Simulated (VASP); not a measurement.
**SnTe: single point with PBEsol**

The system is SnTe.

```
Te Sn
1.0
     0.00000    3.26556    3.26556
     3.26556    0.00000    3.26556
     3.26556    3.26556    0.00000
Te Sn
1 1
Direct
  0.50000 0.50000 0.50000
  0.00000 0.00000 0.00000
```

This cell differs from its parent crystal: Pb replaced by Sn, lengths x 0.985, strained.

| Property | Result |
| --- | --- |
| Program | VASP 6.6.1 |
| Task | single point |
| Functional | PBEsol |
| Potentials or basis | VASP PAW PBE potentials, release 64 (Te, Sn_d) |
| Cutoff | 500 eV |
| k mesh | 6 × 6 × 6 |
| Occupations | gaussian, width 0.1 eV |
| Spin | no spin polarisation |

```yaml
Pressure: -4.2 GPa
Band_gap_on_the_k_mesh: 0.15 eV, direct
```

Levels at points of the mesh, in eV from the valence-band top:
```
           k point  band 6  band 7  band 8  band 9  band 10  band 11  band 12  band 13  band 14  band 15
(0.00, 0.00, 0.00)  -11.94   -4.96   -1.71   -1.71    -1.71     3.23     3.23     3.23     5.03     5.03
(0.50, 0.00, 0.00)  -10.91   -7.69   -1.40   -1.40     0.00     0.15     0.63     0.63     7.57     8.47
(0.50, 0.50, 0.00)  -10.70   -6.28   -4.74   -3.11    -3.11     2.63     4.54     4.54     5.73     8.90
```

It took 20 s on 1 thread of Intel(R) Xeon(R) Platinum 8259CL CPU @ 2.50GHz (Skylake/Cascade Lake) (shared host), peak memory 0.2 GiB.

Caveat: the cell differs from its parent crystal (Pb replaced by Sn, lengths x 0.985, strained); the PAW data sets were made with another functional, which shifts forces and pressure a little; spin-orbit coupling is left out, which moves the levels of the heavy elements. A k mesh can miss the band edges.
